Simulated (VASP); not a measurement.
# F (Fm-3m) in VASP: single point with PBEsol

Aim: the single point of F with PBEsol.

Program: VASP 6.6.1. These are calculated values, not measurements. Logs are shortened: lines on timing, memory, paths and dates and some standing lists are left out, and cuts for length are marked.

## Step 1: The cell of the first run

It takes space group Fm-3m (No. 225, cubic). Conventional cell: a = 3.347 Å, b = 3.347 Å, c = 3.347 Å, α = 90.00°, β = 90.00°, γ = 90.00°. F (site symmetry m-3m) has 12 F at 2.37 Å within 3.1 Å.

## Step 2: Single point, PBEsol

Input file INCAR:

```
PREC = Accurate
ENCUT = 520
EDIFF = 1E-7
ISMEAR = -1
SIGMA = 0.13605693000000002
LREAL = False
LASPH = True
NELM = 100
ALGO = Normal
ISIF = 2
LWAVE = False
LCHARG = True
GGA = PS
LELF = True
LVHAR = True
NBANDS = 10
```

Input file KPOINTS:

```
Automatic mesh
0
Gamma
  17 17 17
```

Input file POSCAR:

```
F
1.0
    0.0000000000      1.6732847965      1.6732847965
    1.6732847965      0.0000000000      1.6732847965
    1.6732847965      1.6732847965      0.0000000000
F
1
Direct
    0.0000000000      0.0000000000      0.0000000000
```

Potentials or basis: VASP PAW PBE potentials, release 64 (F).

Run with:

```bash
> cat potpaw_PBE.64/F/POTCAR > POTCAR
> mpirun -np 1 vasp_std > vasp.out
```

OUTCAR:

```text
PREC = Accurate
   ENCUT = 520
   EDIFF = 1E-7
   ISMEAR = -1
   LREAL = False
   LASPH = True
   NELM = 100
   ISIF = 2
   GGA = PS

 ion  position               nearest neighbor table
   1  0.000  0.000  0.000-

  LATTYP: Found a face centered cubic cell.
 ALAT       =     3.3465695930

  Lattice vectors:

 A1 = (   0.0000000000,   1.6732847965,   1.6732847965)
 A2 = (   1.6732847965,   0.0000000000,   1.6732847965)
 A3 = (   1.6732847965,   1.6732847965,   0.0000000000)

Analysis of symmetry for initial positions (statically):
=====================================================================
 Subroutine PRICEL returns:
 Original cell was already a primitive cell.

 Routine SETGRP: Setting up the symmetry group for a
 face centered cubic supercell.

 Subroutine GETGRP returns: Found 48 space group operations
 (whereof 48 operations were pure point group operations)
 out of a pool of 48 trial point group operations.

The static configuration has the point symmetry O_h .

Analysis of symmetry for dynamics (positions and initial velocities):
=====================================================================
 Subroutine PRICEL returns:
 Original cell was already a primitive cell.

 Routine SETGRP: Setting up the symmetry group for a
 face centered cubic supercell.

 Subroutine GETGRP returns: Found 48 space group operations
 (whereof 48 operations were pure point group operations)
 out of a pool of 48 trial point group operations.

The dynamic configuration has the point symmetry O_h .

 Subroutine INISYM returns: Found 48 space group operations
 (whereof 48 operations are pure point group operations),
 and found     1 'primitive' translations

----------------------------------------------------------------------------------------

                                     Primitive cell

  volume of cell :       9.3700

  direct lattice vectors                    reciprocal lattice vectors
     0.000000000  1.673284796  1.673284796    -0.298813448  0.298813448  0.298813448
     1.673284796  0.000000000  1.673284796     0.298813448 -0.298813448  0.298813448
     1.673284796  1.673284796  0.000000000     0.298813448  0.298813448 -0.298813448

  length of vectors
     2.366382053  2.366382053  2.366382053     0.517560074  0.517560074  0.517560074

  position of ions in fractional coordinates (direct lattice)
     0.000000000  0.000000000  0.000000000

  ion indices of the primitive-cell ions
   primitive index   ion index
                 1           1

----------------------------------------------------------------------------------------

 KPOINTS: Automatic mesh

Automatic generation of k-mesh.
 Grid dimensions read from file:
 generate k-points for:   17   17   17

 Generating k-lattice:

  Cartesian coordinates                     Fractional coordinates (reciprocal lattice)
    -0.017577262  0.017577262  0.017577262     0.058823529  0.000000000  0.000000000
     0.017577262 -0.017577262  0.017577262     0.000000000  0.058823529  0.000000000
     0.017577262  0.017577262 -0.017577262     0.000000000  0.000000000  0.058823529

  Length of vectors
     0.030444710  0.030444710  0.030444710

  Shift w.r.t. Gamma in fractional coordinates (k-lattice)
     0.000000000  0.000000000  0.000000000

 Subroutine IBZKPT returns following result:
 ===========================================

 Found    165 irreducible k-points:

 Following reciprocal coordinates:
            Coordinates               Weight
  0.000000  0.000000  0.000000      1.000000
  0.058824  0.000000  0.000000      8.000000
  0.117647  0.000000  0.000000      8.000000
  0.176471  0.000000  0.000000      8.000000
  0.235294  0.000000  0.000000      8.000000
  0.294118  0.000000  0.000000      8.000000
[... 16 lines left out ...]
 -0.176471  0.058824  0.000000     24.000000
 -0.117647  0.058824  0.000000     24.000000
 [... further k-points ...]
   k-points           NKPTS =    165   k-points in BZ     NKDIM =    165   number of bands    NBANDS=     10
   number of dos      NEDOS =    301   number of ions     NIONS =      1
   total plane-waves  NPLWV =   5832
   dimension x,y,z NGX =    18 NGY =   18 NGZ =   18
   dimension x,y,z NGXF=    36 NGYF=   36 NGZF=   36
   ions per type =               1
   NGX,Y,Z   is equivalent  to a cutoff of  12.65, 12.65, 12.65 a.u.
   NGXF,Y,Z  is equivalent  to a cutoff of  25.29, 25.29, 25.29 a.u.
 SYSTEM =  unknown system
   PREC   = accura    normal or accurate (medium, high low for compatibility)
   ISTART =      0    job   : 0-new  1-cont  2-samecut
   ICHARG =      2    charge: 1-file 2-atom 10-const
   ISPIN  =      1    spin polarized calculation?
   LNONCOLLINEAR =      F non collinear calculations
   LSORBIT =      F    spin-orbit coupling
   LASPH  =      T    aspherical Exc in radial PAW
   ENCUT  =  520.0 eV  38.22 Ry    6.18 a.u.   4.40  4.40  4.40*2*pi/ulx,y,z
   NELM   =    100;   NELMIN=  2; NELMDL= -5     # of ELM steps
   EDIFF  = 0.1E-06   stopping-criterion for ELM
   LREAL  =      F    real-space projection
   EDIFFG = 0.1E-05   stopping-criterion for IOM
   NSW    =      0    number of steps for IOM
   IBRION =     -1    ionic relax: 0-MD 1-quasi-New 2-CG
   NFREE  =      0    steps in history (QN), initial steepest desc. (CG)
   ISIF   =      2    stress and relaxation
   ISYM   =      2    0-nonsym 1-usesym 2-fastsym
   POTIM  = 0.5000    time-step for ionic-motion
   TEBEG  =    0.0;   TEEND  =   0.0 temperature during run
   PSTRESS=    0.0 pullay stress
   NELECT =       7.0000    total number of electrons
   NUPDOWN=      -1.0000    fix difference up-down
   EMIN   =  10.00;   EMAX   =-10.00  energy-range for DOS
   EFERMI =   0.00;   METHOD = LEGACY
   ISMEAR =    -1;   SIGMA  =   0.14  broadening in eV -4-tet -1-fermi 0-gaus
   EFERMI_NEDOS =   21; number of points for ismear=-14 and -15
   IALGO  =     38    algorithm
   IMIX   =      4    mixing-type and parameters
     AMIX     =   0.40;   BMIX     =  1.00
     AMIX_MAG =   1.60;   BMIX_MAG =  1.00
  volume/ion in A,a.u.               =       9.37        63.23
  Fermi-wavevector in a.u.,A,eV,Ry     =   1.485460  2.807112 30.022501  2.206592
  Thomas-Fermi vector in A             =   2.598869
   LORBIT       =      0    0 simple, 1 ext, 2 COOP (PROOUT), +10 PAW based schemes
   GGA     = PS    functional components
   LHFCALC =     F    Hartree Fock is set to
   AEXX    =    0.0000 exact exchange contribution
   IVDW    =     0    specifies the selected vdW correction
   LEPSILON=     F    determine dielectric tensor
   LRPA    =     F    only Hartree local field effects (RPA)
 non-spin polarized calculation
  energy-cutoff  :      520.00
  volume of cell :        9.37
 maximum number of plane-waves:       268
 NGX is ok and might be reduce to    18
   NGX =  9   NGY =  9   NGZ =  9

 number of electron       7.0000007 magnetization

 Free energy of the ion-electron system (eV)
  ---------------------------------------------------
  ext. energy  EPLUGINS =         0.00000000
  ---------------------------------------------------
  free energy    TOTEN  =        -0.99325821 eV

  energy without entropy =       -0.86294173  energy(sigma->0) =       -0.92809997

 E-fermi :  -2.8390     XC(G=0): -11.0511

 val. band max:       -2.8438004747   @ k =  -0.2941   0.2353   0.0588
 cond. band min:      -2.8370078286   @ k =  -0.4118   0.0588   0.0000
 fundamental gap:      0.0067926461
 Fermi energy:        -2.8389765222

 k-point     1 :       0.0000    0.0000    0.0000
  band No.  band energies     occupation
      1     -24.9051      2.00000
      2      -2.2359      0.02349
      3      -2.2359      0.02349
      4      -2.2359      0.02349
      5      11.3421      0.00000
      6      33.0550      0.00000
      7      33.0550      0.00000
      8      33.0550      0.00000
      9      36.9882      0.00000
     10      43.8710      0.00000

 k-point     2 :       0.0588    0.0000    0.0000
  band No.  band energies     occupation
      1     -24.8497      2.00000
      2      -2.4309      0.09489
      3      -2.2522      0.02644
      4      -2.2522      0.02644
      5      11.5467      0.00000
      6      31.6451      0.00000
      7      33.1278      0.00000
      8      33.1278      0.00000
      9      38.3826      0.00000
     10      41.8009      0.00000

 k-point     3 :       0.1176    0.0000    0.0000
  band No.  band energies     occupation
      1     -24.6885      2.00000
      2      -2.9720      1.45343
      3      -2.2985      0.03697
      4      -2.2985      0.03697
      5      12.1179      0.00000
      6      29.3751      0.00000
      7      33.2687      0.00000
      8      33.2687      0.00000
      9      39.3905      0.00000
     10      40.2331      0.00000

 k-point     4 :       0.1765    0.0000    0.0000
  band No.  band energies     occupation
      1     -24.4345      2.00000
      2      -3.7534      1.99759
      3      -2.3680      0.06084
      4      -2.3680      0.06084
      5      12.9559      0.00000
      6      27.1882      0.00000
      7      33.2475      0.00000
      8      33.2475      0.00000
      9      38.3572      0.00000
     10      39.4364      0.00000
[... 222 lines left out ...]
 k-point    22 :      -0.2353    0.0588    0.0000
  band No.  band energies     occupation
      1     -23.9547      2.00000
      2      -4.9631      2.00000
      3      -2.6635      0.43168
      4      -2.4221      0.08922
      5      14.4231      0.00000
      6      24.6247      0.00000
      7      31.1503      0.00000
      8      33.1022      0.00000
      9      38.2386      0.00000
     10      38.2557      0.00000

 k-point    23 :      -0.1765    0.0588    0.0000
  band No.  band energies     occupation
      1     -24.2895      2.00000
      2      -4.0841      1.99979
      3      -2.5611      0.22963
      4      -2.3414      0.05033
      5      13.4125      0.00000
      6      26.4358      0.00000
      7      31.8264      0.00000
      8      33.7611      0.00000
      9      37.5532      0.00000
     10      38.8344      0.00000

 k-point    24 :      -0.1176    0.0588    0.0000
  band No.  band energies     occupation
      1     -24.5671      2.00000
      2      -3.2892      1.92946
      3      -2.4529      0.11062
      4      -2.2809      0.03255
      5      12.5273      0.00000
      6      28.4004      0.00000
      7      32.3982      0.00000
      8      33.7764      0.00000
      9      38.1318      0.00000
     10      39.4863      0.00000

 [... further k-points ...]

------------------------ aborting loop because EDIFF is reached ----------------------------------------

  FORCE on cell =-STRESS in cart. coord.  units (eV):
  Direction    XX          YY          ZZ          XY          YZ          ZX
  --------------------------------------------------------------------------------------
  -------------------------------------------------------------------------------------
  Total       -0.0483537     -0.0483537     -0.0483537      0.0000000      0.0000000      0.0000000
  in kB       -8.2680056     -8.2680056     -8.2680056      0.0000000      0.0000000      0.0000000
  external PRESSURE =      -8.2680056 kB  Pullay stress =       0.0000000 kB

 VOLUME and BASIS-vectors are now :
 -----------------------------------------------------------------------------
  energy-cutoff  :      520.00
  volume of cell :        9.37
      direct lattice vectors                 reciprocal lattice vectors
     0.000000000  1.673284796  1.673284796    -0.298813448  0.298813448  0.298813448
     1.673284796  0.000000000  1.673284796     0.298813448 -0.298813448  0.298813448
     1.673284796  1.673284796  0.000000000     0.298813448  0.298813448 -0.298813448

 POSITION                                       TOTAL-FORCE (eV/Angst)
 -----------------------------------------------------------------------------------
      0.00000      0.00000      0.00000        -0.000000     -0.000000     -0.000000
 -----------------------------------------------------------------------------------
    total drift:                                0.000000      0.000000      0.000000

  FREE ENERGIE OF THE ION-ELECTRON SYSTEM (eV)
  ---------------------------------------------------
  free  energy   TOTEN  =        -0.9932582065 eV

  energy  without entropy=       -0.8629417324  energy(sigma->0) =       -0.92809997
```

Wall time 8 s (1 thread of Intel Xeon Platinum 8375C at 2.90GHz (Ice Lake), shared host); peak memory 0.12 GiB.

Results:

| Item | Value |
| --- | --- |
| Free energy | -0.9933 eV |
| Pressure | -0.8 GPa |
| Band gap on the k mesh | zero (an odd number of electrons rules out a gap without spin polarisation) |

Caveat: the PAW data sets were made with another functional, which shifts forces and pressure a little; an odd number of electrons without spin polarisation forces a metal; a magnetic or distorted state may lie lower.
